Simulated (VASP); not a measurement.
# Bi in VASP: settings compared

Bi is run at these levels: PBE, r2SCAN, HSE06; tasks: single point.

Everything below comes from runs of VASP 6.6.1. Logs are shortened: lines on timing, memory, paths and dates and some standing lists are left out, and cuts for length are marked.

### Step 1. The cell of the first run

The cell holds a slab with vacuum, 2 atoms: a = 4.315 Å, b = 4.315 Å, c = 27.053 Å, α = 90.00°, β = 90.00°, γ = 120.00°.

### Step 2. Single point, PBE

INCAR

```
PREC = Accurate
ENCUT = 520
EDIFF = 1E-6
ISMEAR = 0
SIGMA = 0.01
LREAL = False
LASPH = True
NELM = 100
ALGO = Normal
ISIF = 2
LWAVE = False
LCHARG = False
LDIPOL = True
IDIPOL = 3
DIPOL = 0.5 0.5 0.344
GGA = PE
NBANDS = 22
```

KPOINTS

```
regular mesh
0
Gamma
  6 6 1
```

POSCAR

```
Bi
1.0
    4.3148968867      0.0000000000      0.0000000000
   -2.1574484433      3.7368103186      0.0000000000
    0.0000000000      0.0000000000     27.0530695984
Bi
2
Direct
    0.3333333333      0.6666666667      0.3127438498
    0.6666666667      0.3333333333      0.3757744986
```

Potentials or basis: VASP PAW PBE potentials, release 64 (Bi_d).

The run is started by

```console
cat potpaw_PBE.64/Bi_d/POTCAR > POTCAR
mpirun -np 1 vasp_std > vasp.out
```

OUTCAR:

```text
PREC = Accurate
   ENCUT = 520
   EDIFF = 1E-6
   ISMEAR = 0
   LREAL = False
   LASPH = True
   NELM = 100
   ISIF = 2
   GGA = PE

 ion  position               nearest neighbor table
   1  0.333  0.667  0.313-   2 3.02   2 3.02   2 3.02
   2  0.667  0.333  0.376-   1 3.02   1 3.02   1 3.02

  LATTYP: Found a hexagonal cell.
 ALAT       =     4.3148968867
 C/A-ratio  =     6.2696908660

  Lattice vectors:

 A1 = (   4.3148968867,   0.0000000000,   0.0000000000)
 A2 = (  -2.1574484433,   3.7368103186,   0.0000000000)
 A3 = (   0.0000000000,   0.0000000000,  27.0530695984)

Analysis of symmetry for initial positions (statically):
=====================================================================
 Subroutine PRICEL returns:
 Original cell was already a primitive cell.

 Routine SETGRP: Setting up the symmetry group for a
 hexagonal supercell.

 Subroutine GETGRP returns: Found 12 space group operations
 (whereof  6 operations were pure point group operations)
 out of a pool of 24 trial point group operations.

The static configuration has the point symmetry C_3v.
 The point group associated with its full space group is D_3d.

Analysis of symmetry for dynamics (positions and initial velocities):
=====================================================================
 Subroutine PRICEL returns:
 Original cell was already a primitive cell.

 Routine SETGRP: Setting up the symmetry group for a
 hexagonal supercell.

 Subroutine GETGRP returns: Found 12 space group operations
 (whereof  6 operations were pure point group operations)
 out of a pool of 24 trial point group operations.

The dynamic configuration has the point symmetry C_3v.
 The point group associated with its full space group is D_3d.

 Subroutine INISYM returns: Found 12 space group operations
 (whereof  6 operations are pure point group operations),
 and found     1 'primitive' translations

----------------------------------------------------------------------------------------

                                     Primitive cell

  volume of cell :     436.2024

  direct lattice vectors                    reciprocal lattice vectors
     4.314896887  0.000000000  0.000000000     0.231755248  0.133803955  0.000000000
    -2.157448443  3.736810319  0.000000000     0.000000000  0.267607910  0.000000000
     0.000000000  0.000000000 27.053069598     0.000000000  0.000000000  0.036964382

  length of vectors
     4.314896887  4.314896887 27.053069598     0.267607910  0.267607910  0.036964382

  position of ions in fractional coordinates (direct lattice)
     0.333333333  0.666666667  0.312743850
     0.666666667  0.333333333  0.375774499

  ion indices of the primitive-cell ions
   primitive index   ion index
                 1           1
                 2           2

----------------------------------------------------------------------------------------

 KPOINTS: regular mesh

Automatic generation of k-mesh.
 Grid dimensions read from file:
 generate k-points for:    6    6    1

 Generating k-lattice:

  Cartesian coordinates                     Fractional coordinates (reciprocal lattice)
     0.038625875  0.022300659  0.000000000     0.166666667 -0.000000000  0.000000000
     0.000000000  0.044601318  0.000000000     0.000000000  0.166666667  0.000000000
     0.000000000  0.000000000  0.036964382     0.000000000  0.000000000  1.000000000

  Length of vectors
     0.044601318  0.044601318  0.036964382

  Shift w.r.t. Gamma in fractional coordinates (k-lattice)
     0.000000000  0.000000000  0.000000000

 Subroutine IBZKPT returns following result:
 ===========================================

 Found      7 irreducible k-points:

 Following reciprocal coordinates:
            Coordinates               Weight
  0.000000  0.000000  0.000000      1.000000
  0.166667  0.000000  0.000000      6.000000
  0.333333 -0.000000  0.000000      6.000000
  0.500000  0.000000  0.000000      3.000000
  0.166667  0.166667  0.000000      6.000000
  0.333333  0.166667  0.000000     12.000000
  0.333333  0.333333  0.000000      2.000000
   k-points           NKPTS =      7   k-points in BZ     NKDIM =      7   number of bands    NBANDS=     22
   number of dos      NEDOS =    301   number of ions     NIONS =      2
   total plane-waves  NPLWV = 215040
   dimension x,y,z NGX =    32 NGY =   32 NGZ =  210
   dimension x,y,z NGXF=    64 NGYF=   64 NGZF=  420
   ions per type =               2
   NGX,Y,Z   is equivalent  to a cutoff of  12.33, 12.33, 12.90 a.u.
   NGXF,Y,Z  is equivalent  to a cutoff of  24.66, 24.66, 25.81 a.u.
 SYSTEM =  unknown system
   PREC   = accura    normal or accurate (medium, high low for compatibility)
   ISTART =      0    job   : 0-new  1-cont  2-samecut
   ICHARG =      2    charge: 1-file 2-atom 10-const
   ISPIN  =      1    spin polarized calculation?
   LNONCOLLINEAR =      F non collinear calculations
   LSORBIT =      F    spin-orbit coupling
   LASPH  =      T    aspherical Exc in radial PAW
   ENCUT  =  520.0 eV  38.22 Ry    6.18 a.u.   8.02  8.02 50.30*2*pi/ulx,y,z
   NELM   =    100;   NELMIN=  2; NELMDL= -5     # of ELM steps
   EDIFF  = 0.1E-05   stopping-criterion for ELM
   LREAL  =      F    real-space projection
   EDIFFG = 0.1E-04   stopping-criterion for IOM
   NSW    =      0    number of steps for IOM
   IBRION =     -1    ionic relax: 0-MD 1-quasi-New 2-CG
   NFREE  =      0    steps in history (QN), initial steepest desc. (CG)
   ISIF   =      2    stress and relaxation
   ISYM   =      2    0-nonsym 1-usesym 2-fastsym
   POTIM  = 0.5000    time-step for ionic-motion
   TEBEG  =    0.0;   TEEND  =   0.0 temperature during run
   PSTRESS=    0.0 pullay stress
   NELECT =      30.0000    total number of electrons
   NUPDOWN=      -1.0000    fix difference up-down
   EMIN   =  10.00;   EMAX   =-10.00  energy-range for DOS
   EFERMI =   0.00;   METHOD = LEGACY
   ISMEAR =     0;   SIGMA  =   0.01  broadening in eV -4-tet -1-fermi 0-gaus
   EFERMI_NEDOS =   21; number of points for ismear=-14 and -15
   IALGO  =     38    algorithm
   IMIX   =      4    mixing-type and parameters
     AMIX     =   0.40;   BMIX     =  1.00
     AMIX_MAG =   1.60;   BMIX_MAG =  1.00
  volume/ion in A,a.u.               =     218.10      1471.82
  Fermi-wavevector in a.u.,A,eV,Ry     =   0.670737  1.267510  6.121108  0.449889
  Thomas-Fermi vector in A             =   1.746346
   LORBIT       =      0    0 simple, 1 ext, 2 COOP (PROOUT), +10 PAW based schemes
   GGA     = PE    functional components
   LHFCALC =     F    Hartree Fock is set to
   AEXX    =    0.0000 exact exchange contribution
   IVDW    =     0    specifies the selected vdW correction
   LEPSILON=     F    determine dielectric tensor
   LRPA    =     F    only Hartree local field effects (RPA)
 non-spin polarized calculation
 Gauss-broadening in eV      SIGMA  =   0.01
  energy-cutoff  :      520.00
  volume of cell :      436.20
 maximum number of plane-waves:     11780
   NGX = 17   NGY = 17   NGZ =101

 dipolmoment           0.000000      0.000000     -0.000061 electrons x Angstroem

 number of electron      30.0000005 magnetization

 dipolmoment           0.000000      0.000000      0.000001 electrons x Angstroem

 Free energy of the ion-electron system (eV)
  ---------------------------------------------------
  ext. energy  EPLUGINS =         0.00000000
  ---------------------------------------------------
  free energy    TOTEN  =        -7.52470681 eV

  energy without entropy =       -7.52470681  energy(sigma->0) =       -7.52470681

 E-fermi :  -2.4292     XC(G=0):  -2.0444

 val. band max:       -2.5069487940   @ k =   0.0000   0.0000   0.0000
 cond. band min:      -1.9313199414   @ k =   0.0000   0.0000   0.0000
 fundamental gap:      0.5756288526
 Fermi energy:        -2.4291866576

 k-point     1 :       0.0000    0.0000    0.0000
  band No.  band energies     occupation
      1     -25.1093      2.00000
      2     -25.1093      2.00000
      3     -24.9728      2.00000
      4     -24.9728      2.00000
      5     -24.9496      2.00000
      6     -24.7847      2.00000
[... 14 lines left out ...]
     21       1.8199      0.00000
     22       2.2015      0.00000

 k-point     2 :       0.1667    0.0000    0.0000
  band No.  band energies     occupation
      1     -25.1056      2.00000
      2     -25.0860      2.00000
      3     -24.9729      2.00000
      4     -24.9576      2.00000
      5     -24.9388      2.00000
      6     -24.7949      2.00000
[... 14 lines left out ...]
     21       2.1472      0.00000
     22       2.4959      0.00000

 k-point     3 :       0.3333   -0.0000    0.0000
  band No.  band energies     occupation
      1     -25.0980      2.00000
      2     -25.0237      2.00000
      3     -24.9766      2.00000
      4     -24.9182      2.00000
      5     -24.9035      2.00000
      6     -24.8243      2.00000
[... 14 lines left out ...]
     21       2.9517      0.00000
     22       3.3032      0.00000

 k-point     4 :       0.5000    0.0000    0.0000
  band No.  band energies     occupation
      1     -25.0942      2.00000
      2     -24.9864      2.00000
      3     -24.9597      2.00000
      4     -24.8725      2.00000
      5     -24.8652      2.00000
      6     -24.8635      2.00000
[... 14 lines left out ...]
     21       3.6703      0.00000
     22       3.9418      0.00000

 k-point     5 :       0.1667    0.1667    0.0000
  band No.  band energies     occupation
      1     -25.1000      2.00000
      2     -25.0423      2.00000
      3     -24.9642      2.00000
      4     -24.9509      2.00000
      5     -24.9059      2.00000
      6     -24.8222      2.00000
[... 14 lines left out ...]
     21       2.7082      0.00000
     22       3.0603      0.00000

 k-point     6 :       0.3333    0.1667    0.0000
  band No.  band energies     occupation
      1     -25.0943      2.00000
      2     -24.9745      2.00000
      3     -24.9597      2.00000
      4     -24.9179      2.00000
      5     -24.8684      2.00000
      6     -24.8564      2.00000
[... 14 lines left out ...]
     21       3.6721      0.00000
     22       4.0000      0.00000

 k-point     7 :       0.3333    0.3333    0.0000
  band No.  band energies     occupation
      1     -25.0923      2.00000
      2     -24.9282      2.00000
      3     -24.9184      2.00000
      4     -24.9184      2.00000
      5     -24.9019      2.00000
      6     -24.9019      2.00000
[... 14 lines left out ...]
     21       4.1026      0.00000
     22       4.6840      0.00000

------------------------ aborting loop because EDIFF is reached ----------------------------------------

 vacuum level on the upper side and lower side of the slab       (xc-potential included)        -0.006        -0.006

  FORCE on cell =-STRESS in cart. coord.  units (eV):
  Direction    XX          YY          ZZ          XY          YZ          ZX
  --------------------------------------------------------------------------------------
  -------------------------------------------------------------------------------------
  Total        0.4554570      0.4554570      0.3765513      0.0000000     -0.0000000      0.0000000
  in kB        1.6728999      1.6728999      1.3830782      0.0000000     -0.0000000      0.0000000
  external PRESSURE =       1.5762926 kB  Pullay stress =       0.0000000 kB

 VOLUME and BASIS-vectors are now :
 -----------------------------------------------------------------------------
  energy-cutoff  :      520.00
  volume of cell :      436.20
      direct lattice vectors                 reciprocal lattice vectors
     4.314896887  0.000000000  0.000000000     0.231755248  0.133803955  0.000000000
    -2.157448443  3.736810319  0.000000000     0.000000000  0.267607910  0.000000000
     0.000000000  0.000000000 27.053069598     0.000000000  0.000000000  0.036964382

 POSITION                                       TOTAL-FORCE (eV/Angst)
 -----------------------------------------------------------------------------------
     -0.00000      2.49121      8.46068         0.000000      0.000000     -0.238746
      2.15745      1.24560     10.16585        -0.000000     -0.000000      0.238746
 -----------------------------------------------------------------------------------
    total drift:                               -0.000000      0.000000     -0.000007

  FREE ENERGIE OF THE ION-ELECTRON SYSTEM (eV)
  ---------------------------------------------------
  free  energy   TOTEN  =        -7.5247068107 eV

  energy  without entropy=       -7.5247068107  energy(sigma->0) =       -7.52470681

 vacuum level on the upper side and lower side of the slab         1.668         1.668
```

Wall time 52 s (1 thread of Intel Xeon 6975P-C (Granite Rapids), shared host); peak memory 0.47 GiB.

What came out:

```yaml
Free_energy: -7.5247 eV
Largest_force: 0.239 eV/Å
Band_gap_on_the_k_mesh: 0.58 eV, direct
```

Forces on the atoms (eV/Å):
```
Bi   0.000  0.000 -0.239
Bi   0.000  0.000  0.239
```

Levels at points of the mesh, in eV from the valence-band top:
| k point | band 11 | band 12 | band 13 | band 14 | band 15 | band 16 | band 17 | band 18 | band 19 | band 20 |
| --- | --- | --- | --- | --- | --- | --- | --- | --- | --- | --- |
| (0.00, 0.00, 0.00) | -12.43 | -8.37 | -0.75 | 0.00 | 0.00 | 0.58 | 2.62 | 2.62 | 3.79 | 3.84 |
| (0.50, 0.00, 0.00) | -10.89 | -9.55 | -3.10 | -1.66 | -1.46 | 1.40 | 2.26 | 3.30 | 4.87 | 5.90 |

Caveat: spin-orbit coupling is left out, which moves the levels of the heavy elements.

### Step 3. Single point, PBE

INCAR

```
SYSTEM = Bi
ALGO = Normal
DIPOL = 0.5 0.5 0.344
EDIFF = 1E-6
ENCUT = 520
GGA = PE
IDIPOL = 3
ISIF = 2
ISMEAR = 0
LASPH = .True.
LCHARG = .False.
LDIPOL = .True.
LREAL = .False.
LWAVE = .False.
NBANDS = 22
NELM = 60
PREC = Accurate
SIGMA = 0.01
```

KPOINTS

```
k-points
0
Gamma
  6 6 1
  0 0 0
```

POSCAR is that of step 2.

Potentials or basis: VASP PAW PBE potentials, release 64 (Bi_d).

The run is started by

```console
cat potpaw_PBE.64/Bi_d/POTCAR > POTCAR
mpirun -np 1 vasp_std > vasp.out
```

It took 51 s on 1 thread of Intel Xeon 6975P-C (Granite Rapids), shared host; peak memory 0.47 GiB.

Results (log left out):

| Quantity | Value |
| --- | --- |
| Free energy | -7.5247 eV |
| Largest force | 0.239 eV/Å |
| Band gap on the k mesh | 0.58 eV, direct |

Forces in eV/Å, atoms in the order of the input:
```
Bi   0.000  0.000 -0.239
Bi   0.000  0.000  0.239
```

Levels at points of the mesh, in eV from the valence-band top:
```
           k point  band 13  band 14  band 15  band 16  band 17  band 18
(0.00, 0.00, 0.00)    -0.75     0.00     0.00     0.58     2.62     2.62
(0.50, 0.00, 0.00)    -3.10    -1.66    -1.46     1.40     2.26     3.30
```

Caveat: spin-orbit coupling is left out, which moves the levels of the heavy elements.

### Step 4. Single point, r2SCAN

POSCAR is that of step 3.

INCAR.step1

```
SYSTEM = Bi
ALGO     = Normal         ! electronic algorithm
DIPOL    = 0.5 0.5 0.344
EDIFF    = 1E-4           ! SCF threshold, eV
ENCUT    = 520            ! plane-wave cutoff, eV
GGA      = PE             ! functional
IDIPOL   = 3            
ISMEAR   = 0              ! smearing method
LASPH    = .TRUE.         ! aspherical terms in the spheres
LCHARG   = .FALSE.        ! write CHGCAR
LDIPOL   = .TRUE.       
LREAL    = .FALSE.        ! projectors in reciprocal space
LWAVE    = .TRUE.         ! write WAVECAR
NBANDS   = 22             ! bands
NELM     = 100            ! most SCF steps
PREC     = Accurate       ! precision mode
SIGMA    = 0.01           ! smearing width, eV
```

INCAR.step2

```
SYSTEM = Bi
ALGO     = Normal         ! electronic algorithm
DIPOL    = 0.5 0.5 0.344
EDIFF    = 1E-6           ! SCF threshold, eV
ENCUT    = 520            ! plane-wave cutoff, eV
IDIPOL   = 3            
ISIF     = 2              ! what is computed and relaxed
ISMEAR   = 0              ! smearing method
ISTART   = 1            
LASPH    = .TRUE.         ! aspherical terms in the spheres
LCHARG   = .FALSE.        ! write CHGCAR
LDIPOL   = .TRUE.       
LMIXTAU  = .TRUE.       
LREAL    = .FALSE.        ! projectors in reciprocal space
LWAVE    = .FALSE.        ! write WAVECAR
METAGGA  = R2SCAN         ! meta-GGA
NBANDS   = 22             ! bands
NELM     = 100            ! most SCF steps
PREC     = Accurate       ! precision mode
SIGMA    = 0.01           ! smearing width, eV
```

KPOINTS

```
k-points
0
G
  6 6 1
  0 0 0
```

The run is started by

```console
cat potpaw_PBE.64/Bi_d/POTCAR > POTCAR
cp INCAR.step1 INCAR
mpirun -np 1 vasp_std > vasp.out
cp INCAR.step2 INCAR
mpirun -np 1 vasp_std > vasp.out
```

Run time: 4.1 min. Hardware: 1 thread of Intel Xeon 6975P-C (Granite Rapids), shared host; peak memory 0.54 GiB.

The run converged. Its results:

* Free energy: -116.7455 eV
* Largest force: 0.021 eV/Å
* Band gap on the k mesh: 0.86 eV, direct

Forces on the atoms (eV/Å):
```
Bi   0.000  0.000 -0.021
Bi   0.000  0.000  0.021
```

Levels at points of the mesh, in eV from the valence-band top:
```tsv
k point	band 11	band 12	band 13	band 14	band 15	band 16	band 17	band 18	band 19	band 20
(0.00, 0.00, 0.00)	-12.91	-8.56	-0.74	0.00	0.00	0.86	2.81	2.81	4.32	4.33
(0.50, 0.00, 0.00)	-11.26	-9.82	-3.19	-1.69	-1.52	1.65	2.53	3.56	5.40	6.57
```

Caveat: the PAW data sets were made with another functional, which shifts forces and pressure a little; spin-orbit coupling is left out, which moves the levels of the heavy elements.

(Part 1 of 2 ends here.)
